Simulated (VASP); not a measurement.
A run of VASP 6.6.1 is set up as follows.

Contents of POSCAR:

```
Ti
1.0
    4.5064466272      0.0000000000      0.0000000000
   -2.2532233136      3.9026972600      0.0000000000
    0.0000000000      0.0000000000      2.7887788297
Ti
3
Direct
    0.0000000000      0.0000000000      0.0000000000
    0.3333333333      0.6666666667      0.5000000000
    0.6666666667      0.3333333333      0.5000000000
```

Contents of INCAR.step1:

```
ALGO = Normal
EDIFF = 1E-4
ENCUT = 600
GGA = PE
ISMEAR = 0
LASPH = True
LCHARG = False
LREAL = False
LWAVE = True
NELM = 80
PREC = Accurate
SIGMA = 0.1
```

The input INCAR.step2:

```
ALGO = Normal
EDIFF = 1E-7
EDIFFG = -0.008
ENCUT = 600
IBRION = 2
ISIF = 3
ISMEAR = 0
ISTART = 1
LASPH = True
LCHARG = False
LMIXTAU = True
LREAL = False
LWAVE = False
METAGGA = R2SCAN
NELM = 80
NSW = 70
PREC = Accurate
PSTRESS = 50.0
SIGMA = 0.1
```

Contents of KPOINTS:

```
k-points
0
Gamma
  12 12 14
```

Potentials or basis: VASP PAW PBE potentials, release 64 (Ti_sv).

Launch:

```bash
$ cat potpaw_PBE.64/Ti_sv/POTCAR > POTCAR
$ cp INCAR.step1 INCAR
$ mpirun -np 1 vasp_std > vasp.out
$ cp INCAR.step2 INCAR
$ mpirun -np 1 vasp_std > vasp.out
```

Question: Estimate the relaxed volume.

Answer: 16.42 Å³/atom.

Question: What does it give for the relaxed cell?

Answer: a = 4.513 Å, b = 4.513 Å, c = 2.794 Å, α = 90.00°, β = 90.00°, γ = 120.00°.

Final structure:
```
Ti
1.0
     4.51259    0.00000    0.00000
    -2.25629    3.90802    0.00000
     0.00000    0.00000    2.79385
Ti
3
Direct
  0.00000 0.00000 0.00000
  0.33333 0.66667 0.50000
  0.66667 0.33333 0.50000
```

Caveat: the cell is relaxed towards a set pressure, so the run minimises the enthalpy, not the energy; the PAW data sets were made with another functional, which shifts forces and pressure a little.
